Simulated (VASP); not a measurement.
# TiC (Fm-3m) in VASP: settings compared

TiC is run at these levels: PBE, r2SCAN; tasks: single point.

Everything below comes from runs of VASP 6.6.1. Logs are shortened: lines on timing, memory, paths and dates and some standing lists are left out, and cuts for length are marked.

**1. The cell of the first run**

The structure is cubic, space group Fm-3m (No. 225). The conventional cell has a = 4.091 Å, b = 4.091 Å, c = 4.091 Å, α = 90.00°, β = 90.00°, γ = 90.00°. Within 2.7 Å of Ti (site symmetry m-3m) lie 6 C at 2.05 Å. C (site symmetry m-3m) has 6 Ti at 2.05 Å within 2.7 Å.

**2. Single point, PBE**

Contents of INCAR:

```
SYSTEM = TiC
PREC = Accurate
ENCUT = 520
EDIFF = 1E-7
ISMEAR = 0
SIGMA = 0.05
LREAL = .False.
LASPH = .True.
NELM = 80
ALGO = Normal
ISIF = 2
LWAVE = .False.
LCHARG = .True.
GGA = PE
LELF = .True.
LVHAR = .True.
NBANDS = 15
```

Contents of KPOINTS:

```
regular mesh
0
Gamma
  14 14 14
  0 0 0
```

Contents of POSCAR:

```
TiC
1.0
    0.0000000000      2.0454363046      2.0454363046
    2.0454363046      0.0000000000      2.0454363046
    2.0454363046      2.0454363046      0.0000000000
Ti C
1 1
Direct
    0.0000000000      0.0000000000      0.0000000000
    0.5000000000      0.5000000000      0.5000000000
```

Potentials or basis: VASP PAW PBE potentials, release 64 (Ti_sv, C).

Command:

```sh
cat potpaw_PBE.64/Ti_sv/POTCAR potpaw_PBE.64/C/POTCAR > POTCAR
mpirun -np 1 vasp_std > vasp.out
```

OUTCAR:

```text
SYSTEM = TiC
   PREC = Accurate
   ENCUT = 520
   EDIFF = 1E-7
   ISMEAR = 0
   LREAL = .False.
   LASPH = .True.
   NELM = 80
   ISIF = 2
   GGA = PE

 ion  position               nearest neighbor table
   1  0.000  0.000  0.000-   2 2.05   2 2.05   2 2.05   2 2.05   2 2.05   2 2.05
   2  0.500  0.500  0.500-   1 2.05   1 2.05   1 2.05   1 2.05   1 2.05   1 2.05

  LATTYP: Found a face centered cubic cell.
 ALAT       =     4.0908726092

  Lattice vectors:

 A1 = (   0.0000000000,   2.0454363046,   2.0454363046)
 A2 = (   2.0454363046,   0.0000000000,   2.0454363046)
 A3 = (   2.0454363046,   2.0454363046,   0.0000000000)

Analysis of symmetry for initial positions (statically):
=====================================================================
 Subroutine PRICEL returns:
 Original cell was already a primitive cell.

 Routine SETGRP: Setting up the symmetry group for a
 face centered cubic supercell.

 Subroutine GETGRP returns: Found 48 space group operations
 (whereof 48 operations were pure point group operations)
 out of a pool of 48 trial point group operations.

The static configuration has the point symmetry O_h .

Analysis of symmetry for dynamics (positions and initial velocities):
=====================================================================
 Subroutine PRICEL returns:
 Original cell was already a primitive cell.

 Routine SETGRP: Setting up the symmetry group for a
 face centered cubic supercell.

 Subroutine GETGRP returns: Found 48 space group operations
 (whereof 48 operations were pure point group operations)
 out of a pool of 48 trial point group operations.

The dynamic configuration has the point symmetry O_h .

 Subroutine INISYM returns: Found 48 space group operations
 (whereof 48 operations are pure point group operations),
 and found     1 'primitive' translations

----------------------------------------------------------------------------------------

                                     Primitive cell

  volume of cell :      17.1154

  direct lattice vectors                    reciprocal lattice vectors
     0.000000000  2.045436305  2.045436305    -0.244446624  0.244446624  0.244446624
     2.045436305  0.000000000  2.045436305     0.244446624 -0.244446624  0.244446624
     2.045436305  2.045436305  0.000000000     0.244446624  0.244446624 -0.244446624

  length of vectors
     2.892683763  2.892683763  2.892683763     0.423393973  0.423393973  0.423393973

  position of ions in fractional coordinates (direct lattice)
     0.000000000  0.000000000  0.000000000
     0.500000000  0.500000000  0.500000000

  ion indices of the primitive-cell ions
   primitive index   ion index
                 1           1
                 2           2

----------------------------------------------------------------------------------------

 KPOINTS: regular mesh

Automatic generation of k-mesh.
 Grid dimensions read from file:
 generate k-points for:   14   14   14

 Generating k-lattice:

  Cartesian coordinates                     Fractional coordinates (reciprocal lattice)
    -0.017460473  0.017460473  0.017460473     0.071428571  0.000000000  0.000000000
     0.017460473 -0.017460473  0.017460473     0.000000000  0.071428571  0.000000000
     0.017460473  0.017460473 -0.017460473     0.000000000  0.000000000  0.071428571

  Length of vectors
     0.030242427  0.030242427  0.030242427

  Shift w.r.t. Gamma in fractional coordinates (k-lattice)
     0.000000000  0.000000000  0.000000000

 Subroutine IBZKPT returns following result:
 ===========================================

 Found    104 irreducible k-points:

 Following reciprocal coordinates:
            Coordinates               Weight
  0.000000  0.000000  0.000000      1.000000
  0.071429  0.000000  0.000000      8.000000
  0.142857  0.000000  0.000000      8.000000
  0.214286  0.000000  0.000000      8.000000
  0.285714  0.000000  0.000000      8.000000
  0.357143  0.000000  0.000000      8.000000
[... 16 lines left out ...]
  0.214286  0.142857  0.000000     24.000000
  0.285714  0.142857  0.000000     24.000000
 [... further k-points ...]
   k-points           NKPTS =    104   k-points in BZ     NKDIM =    104   number of bands    NBANDS=     15
   number of dos      NEDOS =    301   number of ions     NIONS =      2
   total plane-waves  NPLWV =  13824
   dimension x,y,z NGX =    24 NGY =   24 NGZ =   24
   dimension x,y,z NGXF=    48 NGYF=   48 NGZF=   48
   ions per type =               1   1
   NGX,Y,Z   is equivalent  to a cutoff of  13.79, 13.79, 13.79 a.u.
   NGXF,Y,Z  is equivalent  to a cutoff of  27.59, 27.59, 27.59 a.u.
 SYSTEM =  TiC
   PREC   = accura    normal or accurate (medium, high low for compatibility)
   ISTART =      0    job   : 0-new  1-cont  2-samecut
   ICHARG =      2    charge: 1-file 2-atom 10-const
   ISPIN  =      1    spin polarized calculation?
   LNONCOLLINEAR =      F non collinear calculations
   LSORBIT =      F    spin-orbit coupling
   LASPH  =      T    aspherical Exc in radial PAW
   ENCUT  =  520.0 eV  38.22 Ry    6.18 a.u.   5.38  5.38  5.38*2*pi/ulx,y,z
   NELM   =     80;   NELMIN=  2; NELMDL= -5     # of ELM steps
   EDIFF  = 0.1E-06   stopping-criterion for ELM
   LREAL  =      F    real-space projection
   EDIFFG = 0.1E-05   stopping-criterion for IOM
   NSW    =      0    number of steps for IOM
   IBRION =     -1    ionic relax: 0-MD 1-quasi-New 2-CG
   NFREE  =      0    steps in history (QN), initial steepest desc. (CG)
   ISIF   =      2    stress and relaxation
   ISYM   =      2    0-nonsym 1-usesym 2-fastsym
   POTIM  = 0.5000    time-step for ionic-motion
   TEBEG  =    0.0;   TEEND  =   0.0 temperature during run
   PSTRESS=    0.0 pullay stress
   NELECT =      16.0000    total number of electrons
   NUPDOWN=      -1.0000    fix difference up-down
   EMIN   =  10.00;   EMAX   =-10.00  energy-range for DOS
   EFERMI =   0.00;   METHOD = LEGACY
   ISMEAR =     0;   SIGMA  =   0.05  broadening in eV -4-tet -1-fermi 0-gaus
   EFERMI_NEDOS =   21; number of points for ismear=-14 and -15
   IALGO  =     38    algorithm
   IMIX   =      4    mixing-type and parameters
     AMIX     =   0.40;   BMIX     =  1.00
     AMIX_MAG =   1.60;   BMIX_MAG =  1.00
  volume/ion in A,a.u.               =       8.56        57.75
  Fermi-wavevector in a.u.,A,eV,Ry     =   1.600733  3.024947 34.862831  2.562346
  Thomas-Fermi vector in A             =   2.697822
   LORBIT       =      0    0 simple, 1 ext, 2 COOP (PROOUT), +10 PAW based schemes
   GGA     = PE    functional components
   LHFCALC =     F    Hartree Fock is set to
   AEXX    =    0.0000 exact exchange contribution
   IVDW    =     0    specifies the selected vdW correction
   LEPSILON=     F    determine dielectric tensor
   LRPA    =     F    only Hartree local field effects (RPA)
 non-spin polarized calculation
 Gauss-broadening in eV      SIGMA  =   0.05
  energy-cutoff  :      520.00
  volume of cell :       17.12
 maximum number of plane-waves:       483
 NGX is ok and might be reduce to    24
   NGX = 11   NGY = 11   NGZ = 11

 number of electron      16.0000003 magnetization

 Free energy of the ion-electron system (eV)
  ---------------------------------------------------
  ext. energy  EPLUGINS =         0.00000000
  ---------------------------------------------------
  free energy    TOTEN  =       -18.17464691 eV

  energy without entropy =      -18.17412178  energy(sigma->0) =      -18.17438434

 E-fermi :  11.5892     XC(G=0): -13.6103

 val. band max:       11.5643706008   @ k =   0.3571   0.2857   0.0000
 cond. band min:      11.5908378055   @ k =   0.1429   0.1429   0.0000
 fundamental gap:      0.0264672048
 Fermi energy:        11.5891926974

 k-point     1 :       0.0000    0.0000    0.0000
  band No.  band energies     occupation
      1     -44.5475      2.00000
      2     -20.4385      2.00000
      3     -20.4385      2.00000
      4     -20.4385      2.00000
      5      -1.6166      2.00000
      6      12.2869      0.00000
      7      12.2869      0.00000
      8      12.2869      0.00000
      9      13.4645      0.00000
     10      13.4645      0.00000
     11      13.4645      0.00000
     12      13.6462      0.00000
     13      13.6462      0.00000
     14      24.7434      0.00000
     15      26.2713      0.00000

 k-point     2 :       0.0714    0.0000    0.0000
  band No.  band energies     occupation
      1     -44.5399      2.00000
      2     -20.4871      2.00000
      3     -20.4426      2.00000
      4     -20.4426      2.00000
      5      -1.4718      2.00000
      6      11.6422      0.13352
      7      11.9534      0.00000
      8      11.9534      0.00000
      9      12.7064      0.00000
     10      12.7064      0.00000
     11      13.8445      0.00000
     12      14.9542      0.00000
     13      14.9542      0.00000
     14      24.9285      0.00000
     15      26.4280      0.00000

 k-point     3 :       0.1429    0.0000    0.0000
  band No.  band energies     occupation
      1     -44.5186      2.00000
      2     -20.6214      2.00000
      3     -20.4539      2.00000
      4     -20.4539      2.00000
      5      -1.0525      2.00000
      6      10.4618      2.00000
      7      10.8929      2.00000
      8      10.8929      2.00000
      9      12.9110      0.00000
     10      12.9110      0.00000
     11      14.3353      0.00000
     12      16.4349      0.00000
     13      16.4349      0.00000
     14      25.2763      0.00000
     15      26.7732      0.00000
[... 343 lines left out ...]
 k-point    23 :       0.2143    0.1429    0.0000
  band No.  band energies     occupation
      1     -44.4858      2.00000
      2     -20.7282      2.00000
      3     -20.5234      2.00000
      4     -20.5131      2.00000
      5      -0.4640      2.00000
      6       8.7008      2.00000
      7      10.5385      2.00000
      8      10.9594      2.00000
      9      11.9387      0.00000
     10      13.9831      0.00000
     11      15.4279      0.00000
     12      15.9111      0.00000
     13      18.3779      0.00000
     14      26.1337      0.00000
     15      27.2656      0.00000

 k-point    24 :       0.2857    0.1429    0.0000
  band No.  band energies     occupation
      1     -44.4556      2.00000
      2     -20.8969      2.00000
      3     -20.5475      2.00000
      4     -20.5317      2.00000
      5       0.1539      2.00000
      6       7.8866      2.00000
      7       9.5874      2.00000
      8      10.2324      2.00000
      9      12.4606      0.00000
     10      14.3760      0.00000
     11      15.7338      0.00000
     12      17.0440      0.00000
     13      19.4254      0.00000
     14      25.7280      0.00000
     15      27.7454      0.00000

 [... further k-points ...]
[... 5 lines left out ...]
  --------------------------------------------------------------------------------------
  -------------------------------------------------------------------------------------
  Total        6.4958585      6.4958585      6.4958585     -0.0000000      0.0000000      0.0000000
  in kB      608.0779592    608.0779592    608.0779592     -0.0000000      0.0000000      0.0000000
  external PRESSURE =     608.0779592 kB  Pullay stress =       0.0000000 kB

 VOLUME and BASIS-vectors are now :
 -----------------------------------------------------------------------------
  energy-cutoff  :      520.00
  volume of cell :       17.12
      direct lattice vectors                 reciprocal lattice vectors
     0.000000000  2.045436305  2.045436305    -0.244446624  0.244446624  0.244446624
     2.045436305  0.000000000  2.045436305     0.244446624 -0.244446624  0.244446624
     2.045436305  2.045436305  0.000000000     0.244446624  0.244446624 -0.244446624

 POSITION                                       TOTAL-FORCE (eV/Angst)
 -----------------------------------------------------------------------------------
      0.00000      0.00000      0.00000         0.000000     -0.000000      0.000000
      2.04544      2.04544      2.04544        -0.000000      0.000000     -0.000000
 -----------------------------------------------------------------------------------
    total drift:                                0.000000     -0.000000     -0.000000

  FREE ENERGIE OF THE ION-ELECTRON SYSTEM (eV)
  ---------------------------------------------------
  free  energy   TOTEN  =       -18.1746469057 eV

  energy  without entropy=      -18.1741217795  energy(sigma->0) =      -18.17438434
```

Run time: 20 s. Hardware: 1 thread of Intel Xeon 6975P-C, shared host; peak memory 0.16 GiB.

Results:

```yaml
Free_energy: -18.1746 eV
Pressure: 60.8 GPa
Band_gap_on_the_k_mesh: zero (band 8 reaches 12.29 eV, above the bottom of band 9 at 11.15 eV)
```

**3. Single point, PBE**

This run uses another cell than the first one, of 10.07 Å³/atom, 1.176 times its volume.

Contents of INCAR:

```
PREC = Accurate
ENCUT = 520
EDIFF = 1E-6
ISMEAR = 0
SIGMA = 0.05
LREAL = False
LASPH = True
NELM = 100
ALGO = Normal
ISIF = 2
LWAVE = False
LCHARG = False
GGA = PE
NBANDS = 15
```

Contents of KPOINTS:

```
regular mesh
0
Gamma
  14 14 14
```

Contents of POSCAR:

```
TiC
1.0
    0.0000000000      2.1593000000      2.1593000000
    2.1593000000      0.0000000000      2.1593000000
    2.1593000000      2.1593000000      0.0000000000
Ti C
1 1
Direct
    0.0000000000      0.0000000000      0.0000000000
    0.5000000000      0.5000000000      0.5000000000
```

Potentials or basis: VASP PAW PBE potentials, release 64 (Ti_sv, C).

Command:

```sh
cat potpaw_PBE.64/Ti_sv/POTCAR potpaw_PBE.64/C/POTCAR > POTCAR
mpirun -np 1 vasp_std > vasp.out
```

Wall time 19 s (1 thread of Intel Xeon 6975P-C, shared host); peak memory 0.16 GiB.

The run converged. Its results:

- Free energy: -18.7074 eV
- Pressure: 2.7 GPa
- Band gap on the k mesh: zero (band 8 reaches 10.21 eV, above the bottom of band 9 at 9.11 eV)

Levels at points of the mesh, in eV from the Fermi level:
```csv
k point,band 6,band 7,band 8,band 9,band 10,band 11
"(0.00, 0.00, 0.00)",0.69,0.69,0.69,1.69,1.69,1.69
"(0.50, 0.00, 0.00)",-5.88,-2.92,-2.92,2.95,2.95,4.15
"(0.50, 0.50, 0.00)",-3.44,-1.64,-0.03,-0.03,2.74,3.56
```

**4. Single point, r2SCAN**

This run uses another cell than the first one, of 10.07 Å³/atom, 1.176 times its volume.

POSCAR is that of step 3.

Contents of INCAR.step1:

```
ALGO     = Normal         # electronic algorithm
EDIFF    = 1E-4           # SCF threshold, eV
ENCUT    = 520            # plane-wave cutoff, eV
GGA      = PE             # functional
ISMEAR   = 0              # smearing method
LASPH    = True           # aspherical terms in the spheres
LCHARG   = False          # write CHGCAR
LREAL    = False          # projectors in reciprocal space
LWAVE    = True           # write WAVECAR
NBANDS   = 15             # bands
NELM     = 100            # most SCF steps
PREC     = Accurate       # precision mode
SIGMA    = 0.05           # smearing width, eV
```

Contents of INCAR.step2:

```
ALGO     = Normal         # electronic algorithm
EDIFF    = 1E-6           # SCF threshold, eV
ENCUT    = 520            # plane-wave cutoff, eV
ISIF     = 2              # what is computed and relaxed
ISMEAR   = 0              # smearing method
ISTART   = 1            
LASPH    = True           # aspherical terms in the spheres
LCHARG   = False          # write CHGCAR
LMIXTAU  = True         
LREAL    = False          # projectors in reciprocal space
LWAVE    = False          # write WAVECAR
METAGGA  = R2SCAN         # meta-GGA
NBANDS   = 15             # bands
NELM     = 100            # most SCF steps
PREC     = Accurate       # precision mode
SIGMA    = 0.05           # smearing width, eV
```

Contents of KPOINTS:

```
k-points
0
Gamma
  14 14 14
```

Command:

```sh
cat potpaw_PBE.64/Ti_sv/POTCAR potpaw_PBE.64/C/POTCAR > POTCAR
cp INCAR.step1 INCAR
mpirun -np 1 vasp_std > vasp.out
cp INCAR.step2 INCAR
mpirun -np 1 vasp_std > vasp.out
```

It took 81 s on 1 thread of Intel Xeon 6975P-C, shared host; peak memory 0.17 GiB.

It converged, with:

* Free energy: -24.8674 eV
* Pressure: 2.6 GPa
* Band gap on the k mesh: zero (band 8 reaches 10.46 eV, above the bottom of band 9 at 9.13 eV)

Levels at points of the mesh, in eV from the Fermi level:
| k point | band 4 | band 5 | band 6 | band 7 | band 8 | band 9 | band 10 | band 11 | band 12 | band 13 |
| --- | --- | --- | --- | --- | --- | --- | --- | --- | --- | --- |
| (0.00, 0.00, 0.00) | -33.93 | -13.26 | 0.86 | 0.86 | 0.86 | 1.67 | 1.67 | 1.67 | 1.73 | 1.73 |
| (0.50, 0.00, 0.00) | -33.98 | -9.71 | -6.14 | -3.17 | -3.17 | 3.17 | 3.17 | 4.42 | 8.60 | 8.60 |
| (0.50, 0.50, 0.00) | -34.11 | -10.98 | -3.70 | -1.55 | -0.15 | -0.15 | 2.76 | 3.81 | 3.81 | 6.03 |

Caveat: the PAW data sets were made with another functional, which shifts forces and pressure a little.

**5. Summary**

```tsv
level	cell	gap on the mesh (eV)	pressure (GPa)
PBE	a = 2.893 Å, angles 60.0°, 2 atoms	none	60.8
PBE	a = 3.054 Å, angles 60.0°, 2 atoms	none	2.7
r2SCAN	a = 3.054 Å, angles 60.0°, 2 atoms	none	2.6
```

Alike in all rows: task single point; potentials or basis VASP PAW PBE potentials, release 64 (Ti_sv, C); no spin polarisation; k mesh 14 × 14 × 14; cutoff (eV) 520; smearing gaussian 0.05 eV.

Caveats: the PAW data sets were made with another functional, which shifts forces and pressure a little (some runs).

Absolute energies hang on the potentials; compare differences alone.
